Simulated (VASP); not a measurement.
# Pt (P6_3/mmc) in VASP: a series of runs, part 2 of 3

VASP 6.6.1. Earlier steps stand in the parts before.

## 3. Single point, PBEsol (15.15 Å³/atom)

This run uses another cell than the first one, of 15.15 Å³/atom.

Input file INCAR:

```
PREC = Accurate
ENCUT = 520
EDIFF = 1E-6
ISMEAR = -1
SIGMA = 0.1
LREAL = False
LASPH = True
NELM = 60
ALGO = Normal
ISIF = 2
LWAVE = False
LCHARG = False
GGA = PS
NBANDS = 17
```

Input file KPOINTS:

```
Automatic mesh
0
Gamma
  15 15 8
```

Input file POSCAR:

```
Pt
1.0
    2.7323186338      0.0000000000      0.0000000000
   -1.3661593169      2.3662573481      0.0000000000
    0.0000000000      0.0000000000      4.6858157122
Pt
2
Direct
    0.3333333333      0.6666666667      0.2500000000
    0.6666666667      0.3333333333      0.7500000000
```

Potentials or basis: VASP PAW PBE potentials, release 64 (Pt).

Launch:

```
$ cat potpaw_PBE.64/Pt/POTCAR > POTCAR
$ mpirun -np 1 vasp_std > vasp.out
```

It took 54 s on 1 thread of Intel Xeon 8259CL, shared host; peak memory 0.18 GiB.

The run converged. Its results:

| Quantity | Value |
| --- | --- |
| Free energy | -13.8583 eV |
| Pressure | -0.3 GPa |
| Band gap on the k mesh | zero (bands 10 and 11 overlap by 1.30 eV) |

Stress tensor (GPa, compression positive):
```
-0.35  0.00  0.00
 0.00 -0.35  0.00
 0.00  0.00 -0.15
```

Levels at points of the mesh, in eV from the Fermi level:
```
           k point  band 7  band 8  band 9  band 10  band 11  band 12  band 13  band 14
(0.00, 0.00, 0.00)   -3.25   -2.03   -2.03    -0.91    -0.25    -0.25     5.06    14.95
(0.00, 0.00, 0.50)   -3.67   -3.67   -0.87    -0.87    -0.87    -0.87    12.40    12.40
```

Caveat: the PAW data sets were made with another functional, which shifts forces and pressure a little; spin-orbit coupling is left out, which moves the levels of the heavy elements.

## 4. Single point, PBEsol (15.75 Å³/atom)

This run uses another cell than the first one, of 15.75 Å³/atom.

Input file INCAR:

```
SYSTEM = Pt
PREC = Accurate
ENCUT = 520
EDIFF = 1E-6
ISMEAR = -1
SIGMA = 0.1
LREAL = .FALSE.
LASPH = .TRUE.
NELM = 80
ALGO = Normal
ISIF = 2
LWAVE = .FALSE.
LCHARG = .FALSE.
GGA = PS
NBANDS = 17
```

Input file KPOINTS:

```
regular mesh
0
G
  15 15 8
  0 0 0
```

Input file POSCAR:

```
Pt
1.0
    2.7682743180      0.0000000000      0.0000000000
   -1.3841371590      2.3973958841      0.0000000000
    0.0000000000      0.0000000000      4.7474782534
Pt
2
Direct
    0.3333333333      0.6666666667      0.2500000000
    0.6666666667      0.3333333333      0.7500000000
```

Launch:

```
$ cat potpaw_PBE.64/Pt/POTCAR > POTCAR
$ mpirun -np 1 vasp_std > vasp.out
```

Wall time 60 s (1 thread of Intel Xeon 8259CL, shared host); peak memory 0.2 GiB.

Results (log left out):

```
Free energy            : -13.8181 eV
Pressure               : -10.2 GPa
Band gap on the k mesh : zero (bands 10 and 11 overlap by 1.22 eV)
```

Stress tensor (GPa, compression positive):
```
-10.54   0.00   0.00
  0.00 -10.54   0.00
  0.00   0.00  -9.49
```

Levels at points of the mesh, in eV from the Fermi level:
| k point | band 6 | band 7 | band 8 | band 9 | band 10 | band 11 | band 12 | band 13 | band 14 | band 15 |
| --- | --- | --- | --- | --- | --- | --- | --- | --- | --- | --- |
| (0.00, 0.00, 0.00) | -3.05 | -3.05 | -1.90 | -1.90 | -0.73 | -0.24 | -0.24 | 4.80 | 15.02 | 15.84 |
| (0.00, 0.00, 0.50) | -3.45 | -3.45 | -3.45 | -0.82 | -0.82 | -0.82 | -0.82 | 12.13 | 12.13 | 15.46 |

Caveat: the cell stands under tension; the PAW data sets were made with another functional, which shifts forces and pressure a little; spin-orbit coupling is left out, which moves the levels of the heavy elements.

## 5. Single point, PBEsol (16.36 Å³/atom)

This run uses another cell than the first one, of 16.36 Å³/atom.

Input file INCAR:

```
SYSTEM = Pt
ALGO = Normal
EDIFF = 1E-7
ENCUT = 520
GGA = PS
ISIF = 2
ISMEAR = -1
LASPH = .TRUE.
LCHARG = .FALSE.
LREAL = .FALSE.
LWAVE = .FALSE.
NBANDS = 17
NELM = 80
PREC = Accurate
SIGMA = 0.1
```

Input file KPOINTS:

```
k-points
0
G
  15 15 8
  0 0 0
```

Input file POSCAR:

```
Pt
1.0
    2.8033194854      0.0000000000      0.0000000000
   -1.4016597427      2.4277458893      0.0000000000
    0.0000000000      0.0000000000      4.8075792951
Pt
2
Direct
    0.3333333333      0.6666666667      0.2500000000
    0.6666666667      0.3333333333      0.7500000000
```

Potentials or basis: VASP PAW PBE potentials, release 64 (Pt).

Launch:

```
$ cat potpaw_PBE.64/Pt/POTCAR > POTCAR
$ mpirun -np 1 vasp_std > vasp.out
```

OUTCAR:

```text
SYSTEM = Pt
   EDIFF = 1E-7
   ENCUT = 520
   GGA = PS
   ISIF = 2
   ISMEAR = -1
   LASPH = .TRUE.
   LREAL = .FALSE.
   NELM = 80
   PREC = Accurate

 ion  position               nearest neighbor table
   1  0.333  0.667  0.250-   2 2.90   2 2.90   2 2.90   2 2.90   2 2.90   2 2.90
   2  0.667  0.333  0.750-   1 2.90   1 2.90   1 2.90   1 2.90   1 2.90   1 2.90

  LATTYP: Found a hexagonal cell.
 ALAT       =     2.8033194854
 C/A-ratio  =     1.7149594686

  Lattice vectors:

 A1 = (   2.8033194854,   0.0000000000,   0.0000000000)
 A2 = (  -1.4016597427,   2.4277458893,   0.0000000000)
 A3 = (   0.0000000000,   0.0000000000,   4.8075792951)

Analysis of symmetry for initial positions (statically):
=====================================================================
 Subroutine PRICEL returns:
 Original cell was already a primitive cell.

 Routine SETGRP: Setting up the symmetry group for a
 hexagonal supercell.

 Subroutine GETGRP returns: Found 24 space group operations
 (whereof 12 operations were pure point group operations)
 out of a pool of 24 trial point group operations.

The static configuration has the point symmetry D_3d.
 The point group associated with its full space group is D_6h.

Analysis of symmetry for dynamics (positions and initial velocities):
=====================================================================
 Subroutine PRICEL returns:
 Original cell was already a primitive cell.

 Routine SETGRP: Setting up the symmetry group for a
 hexagonal supercell.

 Subroutine GETGRP returns: Found 24 space group operations
 (whereof 12 operations were pure point group operations)
 out of a pool of 24 trial point group operations.

The dynamic configuration has the point symmetry D_3d.
 The point group associated with its full space group is D_6h.

 Subroutine INISYM returns: Found 24 space group operations
 (whereof 12 operations are pure point group operations),
 and found     1 'primitive' translations

----------------------------------------------------------------------------------------

                                     Primitive cell

  volume of cell :      32.7192

  direct lattice vectors                    reciprocal lattice vectors
     2.803319485  0.000000000  0.000000000     0.356719955  0.205952362  0.000000000
    -1.401659743  2.427745889  0.000000000     0.000000000  0.411904724  0.000000000
     0.000000000  0.000000000  4.807579295     0.000000000  0.000000000  0.208004889

  length of vectors
     2.803319485  2.803319485  4.807579295     0.411904724  0.411904724  0.208004889

  position of ions in fractional coordinates (direct lattice)
     0.333333333  0.666666667  0.250000000
     0.666666667  0.333333333  0.750000000

  ion indices of the primitive-cell ions
   primitive index   ion index
                 1           1
                 2           2

----------------------------------------------------------------------------------------

 KPOINTS: k-points

Automatic generation of k-mesh.
 Grid dimensions read from file:
 generate k-points for:   15   15    8

 Generating k-lattice:

  Cartesian coordinates                     Fractional coordinates (reciprocal lattice)
     0.023781330  0.013730157  0.000000000     0.066666667  0.000000000  0.000000000
     0.000000000  0.027460315  0.000000000     0.000000000  0.066666667  0.000000000
     0.000000000  0.000000000  0.026000611     0.000000000  0.000000000  0.125000000

  Length of vectors
     0.027460315  0.027460315  0.026000611

  Shift w.r.t. Gamma in fractional coordinates (k-lattice)
     0.000000000  0.000000000  0.000000000

 Subroutine IBZKPT returns following result:
 ===========================================

 Found    135 irreducible k-points:

 Following reciprocal coordinates:
            Coordinates               Weight
  0.000000  0.000000  0.000000      1.000000
  0.066667  0.000000  0.000000      6.000000
  0.133333  0.000000  0.000000      6.000000
  0.200000  0.000000  0.000000      6.000000
  0.266667  0.000000  0.000000      6.000000
  0.333333 -0.000000  0.000000      6.000000
[... 16 lines left out ...]
  0.333333  0.200000  0.000000     12.000000
  0.400000  0.200000  0.000000      6.000000
 [... further k-points ...]
   k-points           NKPTS =    135   k-points in BZ     NKDIM =    135   number of bands    NBANDS=     17
   number of dos      NEDOS =    301   number of ions     NIONS =      2
   total plane-waves  NPLWV =  20736
   dimension x,y,z NGX =    24 NGY =   24 NGZ =   36
   dimension x,y,z NGXF=    48 NGYF=   48 NGZF=   72
   ions per type =               2
   NGX,Y,Z   is equivalent  to a cutoff of  14.23, 14.23, 12.45 a.u.
   NGXF,Y,Z  is equivalent  to a cutoff of  28.47, 28.47, 24.90 a.u.
 SYSTEM =  Pt
   PREC   = accura    normal or accurate (medium, high low for compatibility)
   ISTART =      0    job   : 0-new  1-cont  2-samecut
   ICHARG =      2    charge: 1-file 2-atom 10-const
   ISPIN  =      1    spin polarized calculation?
   LNONCOLLINEAR =      F non collinear calculations
   LSORBIT =      F    spin-orbit coupling
   LASPH  =      T    aspherical Exc in radial PAW
   ENCUT  =  520.0 eV  38.22 Ry    6.18 a.u.   5.21  5.21  8.94*2*pi/ulx,y,z
   NELM   =     80;   NELMIN=  2; NELMDL= -5     # of ELM steps
   EDIFF  = 0.1E-06   stopping-criterion for ELM
   LREAL  =      F    real-space projection
   EDIFFG = 0.1E-05   stopping-criterion for IOM
   NSW    =      0    number of steps for IOM
   IBRION =     -1    ionic relax: 0-MD 1-quasi-New 2-CG
   NFREE  =      0    steps in history (QN), initial steepest desc. (CG)
   ISIF   =      2    stress and relaxation
   ISYM   =      2    0-nonsym 1-usesym 2-fastsym
   POTIM  = 0.5000    time-step for ionic-motion
   TEBEG  =    0.0;   TEEND  =   0.0 temperature during run
   PSTRESS=    0.0 pullay stress
   NELECT =      20.0000    total number of electrons
   NUPDOWN=      -1.0000    fix difference up-down
   EMIN   =  10.00;   EMAX   =-10.00  energy-range for DOS
   EFERMI =   0.00;   METHOD = LEGACY
   ISMEAR =    -1;   SIGMA  =   0.10  broadening in eV -4-tet -1-fermi 0-gaus
   EFERMI_NEDOS =   21; number of points for ismear=-14 and -15
   IALGO  =     38    algorithm
   IMIX   =      4    mixing-type and parameters
     AMIX     =   0.40;   BMIX     =  1.00
     AMIX_MAG =   1.60;   BMIX_MAG =  1.00
  volume/ion in A,a.u.               =      16.36       110.40
  Fermi-wavevector in a.u.,A,eV,Ry     =   1.389368  2.625525 26.263930  1.930344
  Thomas-Fermi vector in A             =   2.513406
   LORBIT       =      0    0 simple, 1 ext, 2 COOP (PROOUT), +10 PAW based schemes
   GGA     = PS    functional components
   LHFCALC =     F    Hartree Fock is set to
   AEXX    =    0.0000 exact exchange contribution
   IVDW    =     0    specifies the selected vdW correction
   LEPSILON=     F    determine dielectric tensor
   LRPA    =     F    only Hartree local field effects (RPA)
 non-spin polarized calculation
  energy-cutoff  :      520.00
  volume of cell :       32.72
 maximum number of plane-waves:       898
 NGX is ok and might be reduce to    24
   NGX = 11   NGY = 11   NGZ = 17

 number of electron      19.9999999 magnetization

 Free energy of the ion-electron system (eV)
  ---------------------------------------------------
  ext. energy  EPLUGINS =         0.00000000
  ---------------------------------------------------
  free energy    TOTEN  =       -13.71181288 eV

  energy without entropy =      -13.58668369  energy(sigma->0) =      -13.64924829

 E-fermi :   9.5893     XC(G=0): -13.1468

 val. band max:        9.5855302031   @ k =   0.2000   0.1333   0.5000
 cond. band min:       9.5903947852   @ k =   0.3333   0.1333   0.5000
 fundamental gap:      0.0048645821
 Fermi energy:         9.5892858174

 k-point     1 :       0.0000    0.0000    0.0000
  band No.  band energies     occupation
      1       0.1861      2.00000
      2       2.8702      2.00000
      3       5.9284      2.00000
      4       6.3556      2.00000
      5       6.3556      2.00000
      6       6.7173      2.00000
[... 9 lines left out ...]
     16      26.8499      0.00000
     17      30.0224      0.00000
[... 441 lines left out ...]
 k-point    24 :       0.4000    0.2000    0.0000
  band No.  band energies     occupation
      1       4.3853      2.00000
      2       4.4195      2.00000
      3       4.4222      2.00000
      4       6.1415      2.00000
      5       6.2099      2.00000
      6       6.3573      2.00000
[... 9 lines left out ...]
     16      20.7678      0.00000
     17      23.2666      0.00000

 [... further k-points ...]

------------------------ aborting loop because EDIFF is reached ----------------------------------------

  FORCE on cell =-STRESS in cart. coord.  units (eV):
  Direction    XX          YY          ZZ          XY          YZ          ZX
  --------------------------------------------------------------------------------------
  -------------------------------------------------------------------------------------
  Total       -3.7558930     -3.7558930     -3.4055992      0.0000000      0.0000000     -0.0000000
  in kB     -183.9168470   -183.9168470   -166.7638202      0.0000000      0.0000000     -0.0000000
  external PRESSURE =    -178.1991714 kB  Pullay stress =       0.0000000 kB

 VOLUME and BASIS-vectors are now :
 -----------------------------------------------------------------------------
  energy-cutoff  :      520.00
  volume of cell :       32.72
      direct lattice vectors                 reciprocal lattice vectors
     2.803319485  0.000000000  0.000000000     0.356719955  0.205952362  0.000000000
    -1.401659743  2.427745889  0.000000000     0.000000000  0.411904724  0.000000000
     0.000000000  0.000000000  4.807579295     0.000000000  0.000000000  0.208004889

 POSITION                                       TOTAL-FORCE (eV/Angst)
 -----------------------------------------------------------------------------------
     -0.00000      1.61850      1.20189         0.000000     -0.000000      0.000000
      1.40166      0.80925      3.60568        -0.000000      0.000000      0.000000
 -----------------------------------------------------------------------------------
    total drift:                               -0.000000      0.000000     -0.000000

  FREE ENERGIE OF THE ION-ELECTRON SYSTEM (eV)
  ---------------------------------------------------
  free  energy   TOTEN  =       -13.7118128796 eV

  energy  without entropy=      -13.5866836937  energy(sigma->0) =      -13.64924829
```

Run time: 65 s. Hardware: 1 thread of Intel Xeon 8259CL, shared host; peak memory 0.2 GiB.

Results:

```yaml
Free_energy: -13.7118 eV
Pressure: -17.8 GPa
Band_gap_on_the_k_mesh: zero (bands 10 and 11 overlap by 1.14 eV)
```

Stress tensor (GPa, compression positive):
```
-18.39   0.00   0.00
  0.00 -18.39   0.00
  0.00   0.00 -16.68
```

Caveat: the cell stands under tension; the PAW data sets were made with another functional, which shifts forces and pressure a little; spin-orbit coupling is left out, which moves the levels of the heavy elements.

(Part 2 of 3 ends here.)
